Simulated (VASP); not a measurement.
Set up this calculation in VASP 6.6.1, as the native input.

- Task: single point
- Functional: PBE
- Potentials or basis: VASP PAW PBE potentials, release 64 (Hf_pv, O)
- Cutoff: 520 eV
- k mesh: 6 × 6 × 3
- Occupations: gaussian, width 0.05 eV
- Spin: no spin polarisation
- Dipole correction: no
- Further INCAR settings: ALGO = Normal; EDIFF = 1e-06; NBANDS = 56

The structure of HfO2 lies in POSCAR:

```
HfO2
1.0
   -2.5575000000     -2.5575000000      0.0000000000
    2.5575000000     -2.5575000000      0.0000000000
    0.0000000000      0.0000000000     10.2300000000
Hf O
4 8
Direct
    0.0000000000      0.0000000000      0.0000000000
    0.5000000000      0.5000000000      0.2500000000
    0.0000000000      0.0000000000      0.5000000000
    0.5000000000      0.5000000000      0.7500000000
    0.5000000000      0.0000000000      0.1250000000
    0.0000000000      0.5000000000      0.3750000000
    0.5000000000      0.0000000000      0.6250000000
    0.0000000000      0.5000000000      0.8750000000
    0.5000000000      0.0000000000      0.3750000000
    0.0000000000      0.5000000000      0.6250000000
    0.5000000000      0.0000000000      0.8750000000
    0.0000000000      0.5000000000      0.1250000000
```

One way to write it, as run:

INCAR

```
PREC = Accurate ; ENCUT = 520
EDIFF = 1E-6 ; ISMEAR = 0
SIGMA = 0.05 ; LREAL = F
LASPH = T ; NELM = 100
ALGO = Normal ; ISIF = 2
LWAVE = F ; LCHARG = F
GGA = PE ; NBANDS = 56
```

KPOINTS

```
Automatic mesh
0
Gamma
  6 6 3
```

Potentials or basis: VASP PAW PBE potentials, release 64 (Hf_pv, O).

The run is started by

```console
$ cat potpaw_PBE.64/Hf_pv/POTCAR potpaw_PBE.64/O/POTCAR > POTCAR
$ mpirun -np 1 vasp_std > vasp.out
```

It gave:

The pressure is -6.0 GPa. The band gap on the k mesh is 3.73 eV.

Caveat: the cell stands under tension; spin-orbit coupling is left out, which moves the levels of the heavy elements.

It took 110 s on 1 thread of Intel(R) Xeon(R) Platinum 8488C (Sapphire Rapids) (shared host), peak memory 0.29 GiB.
